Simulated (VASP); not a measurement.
Wanted: the native input for a VASP 6.6.1 run.

```yaml
Task: G0W0 quasiparticle levels
Functional: LDA
Potentials_or_basis: VASP PAW LDA potentials, release 64 (Si_GW, C_GW)
Cutoff: 500 eV
k_mesh: 4 × 4 × 4
Occupations: gaussian, width 0.01 eV
Spin: no spin polarisation
Dipole_correction: no
GW_scheme: G0W0
GW_iterations: 1
Cutoff_of_the_response_function: 60
Frequency_points: 48
Empty_bands: 40
Further_INCAR_settings: ALGO = EVGW0; EDIFF = 1e-08; NBANDS = 44
```

Crystal: SiC.

```
CELL_PARAMETERS angstrom
0.00000 2.17805 2.17805
2.17805 0.00000 2.17805
2.17805 2.17805 0.00000
ATOMIC_POSITIONS crystal
Si 0.00000 0.00000 0.00000
C 0.25000 0.25000 0.25000
```

These files were run (other wordings do the same):

POSCAR

```
SiC
1.0
    0.0000000000      2.1780523476      2.1780523476
    2.1780523476      0.0000000000      2.1780523476
    2.1780523476      2.1780523476      0.0000000000
Si C
1 1
Direct
    0.0000000000      0.0000000000      0.0000000000
    0.2500000000      0.2500000000      0.2500000000
```

INCAR.step1

```
SYSTEM = SiC
PREC = Accurate
ENCUT = 500
EDIFF = 1E-8
ISMEAR = 0
SIGMA = 0.01
LREAL = .False.
LASPH = .True.
NELM = 100
ALGO = Normal
LWAVE = .True.
LCHARG = .False.
```

INCAR.step2

```
SYSTEM = SiC
PREC = Accurate
ENCUT = 500
EDIFF = 1E-8
ISMEAR = 0
SIGMA = 0.01
LREAL = .False.
LASPH = .True.
NELM = 1
ALGO = Exact
LWAVE = .True.
LCHARG = .False.
NBANDS = 44
LOPTICS = .True.
ISTART = 1
```

INCAR.step3

```
SYSTEM = SiC
PREC = Accurate
ENCUT = 500
EDIFF = 1E-8
ISMEAR = 0
SIGMA = 0.01
LREAL = .False.
LASPH = .True.
ALGO = EVGW0
LWAVE = .False.
LCHARG = .False.
NELMGW = 1
NBANDS = 44
ENCUTGW = 60.0
NOMEGA = 48
PRECFOCK = Fast
ISTART = 1
NBANDSGW = 12
```

KPOINTS

```
regular mesh
0
Gamma
  4 4 4
  0 0 0
```

Potentials or basis: VASP PAW LDA potentials, release 64 (Si_GW, C_GW).

The run is started by

```sh
$ cat potpaw_LDA.64/Si_GW/POTCAR potpaw_LDA.64/C_GW/POTCAR > POTCAR
$ cp INCAR.step1 INCAR
$ mpirun -np 1 vasp_std > vasp.out
$ cp INCAR.step2 INCAR
$ mpirun -np 1 vasp_std > vasp.out
$ cp INCAR.step3 INCAR
$ mpirun -np 1 vasp_std > vasp.out
```

It gave:

The band gap on the k mesh, mean-field level is 1.25 eV, indirect (least direct gap 4.47 eV), the quasiparticle gap is 1.72 eV and the least direct quasiparticle gap is 5.29 eV.

Caveat: the k points lie up to 0.62 Å⁻¹ apart; bands, screening cutoff and mesh are small and nothing is extrapolated, so the quasiparticle values aren't converged.

It took 19 s on 1 thread of Intel Xeon 6975P-C, with other jobs on the host, peak memory 0.19 GiB.
